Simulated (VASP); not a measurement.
The system is Si3C3N8.

```
Si C N
1.0
     7.24160    0.00000    0.00000
     0.00000    2.76654    0.00000
    -3.62080    0.00000    6.27141
Si C N
3 3 8
Direct
  0.59386 0.50000 0.82495
  0.82495 0.00000 0.23108
  0.76892 0.00000 0.59386
  0.23108 0.50000 0.40614
  0.17505 0.50000 0.76892
  0.40614 0.00000 0.17505
  0.33333 0.50000 0.66667
  0.66667 0.00000 0.33333
  0.70066 0.50000 0.66985
  0.66985 0.00000 0.96919
  0.03081 0.00000 0.70066
  0.96919 0.50000 0.29934
  0.29934 0.00000 0.33015
  0.33015 0.50000 0.03081
```

| Property | Result |
| --- | --- |
| Program | VASP 6.6.1 |
| Task | relaxation of cell and atoms |
| Functional | PBE |
| Potentials or basis | VASP PAW PBE potentials, release 64 (Si, C, N) |
| Cutoff | 600 eV |
| k mesh | 4 × 8 × 4 |
| Occupations | fermi-dirac, width 0.02 eV |
| Spin | no spin polarisation |

At the start: pressure -6.4 GPa; volume 8.97 Å³/atom.

How do energy, volume and symmetry change on relaxing?

Over 58 steps the energy falls by 177.6 meV/atom and the volume is 8.45 Å³/atom (-5.9 %); space group Pm (No. 6, to 0.1 Å) before and after.

Step by step:
```tsv
step	energy change (eV)	largest force (eV/Å)	pressure (GPa)	volume (Å³)
1	0.0000	6.1600	-6.36	125.64
3	-1.8737	3.8770	-6.37	122.60
5	-2.3168	1.3053	-1.16	119.62
7	-2.4062	0.5110	-0.44	119.03
9	-2.4405	0.5475	0.21	118.55
11	-2.4537	0.2225	0.31	118.47
13	-2.4582	0.2640	-0.27	118.71
15	-2.4631	0.1651	-0.39	118.77
17	-2.4680	0.1881	0.35	118.54
19	-2.4716	0.1327	0.06	118.64
21	-2.4749	0.0803	-0.42	118.78
23	-2.4769	0.1378	0.16	118.52
25	-2.4783	0.0849	0.34	118.41
27	-2.4798	0.1165	-0.19	118.60
29	-2.4811	0.1130	-0.28	118.64
31	-2.4829	0.1202	0.11	118.44
33	-2.4838	0.1064	0.18	118.37
35	-2.4839	0.1850	0.16	118.26
37	-2.4850	0.0566	-0.03	118.35
39	-2.4854	0.0516	-0.07	118.34
41	-2.4855	0.0455	-0.09	118.33
43	-2.4858	0.0275	0.02	118.26
45	-2.4859	0.0292	0.03	118.25
47	-2.4859	0.0220	0.00	118.26
49	-2.4860	0.0182	-0.02	118.27
51	-2.4860	0.0134	0.00	118.26
53	-2.4860	0.0114	0.01	118.26
55	-2.4860	0.0078	0.00	118.26
57	-2.4860	0.0058	0.00	118.26
58	-2.4860	0.0033	0.00	118.26
```

Final structure:
```
Si C N
1.0
     7.17167    0.00000    0.04604
     0.00000    2.72765    0.00000
    -3.54421    0.00000    6.02294
Si C N
3 3 8
Direct
  0.57881 0.50000 0.81827
  0.83163 0.00000 0.23739
  0.78092 0.00000 0.60097
  0.22404 0.50000 0.40444
  0.18912 0.50000 0.77391
  0.39780 0.00000 0.17731
  0.30960 0.50000 0.64388
  0.63774 0.00000 0.31739
  0.72428 0.50000 0.69366
  0.64908 0.00000 0.96999
  0.05777 0.00000 0.70704
  0.99386 0.50000 0.29559
  0.30586 0.00000 0.33460
  0.31950 0.50000 0.02555
```
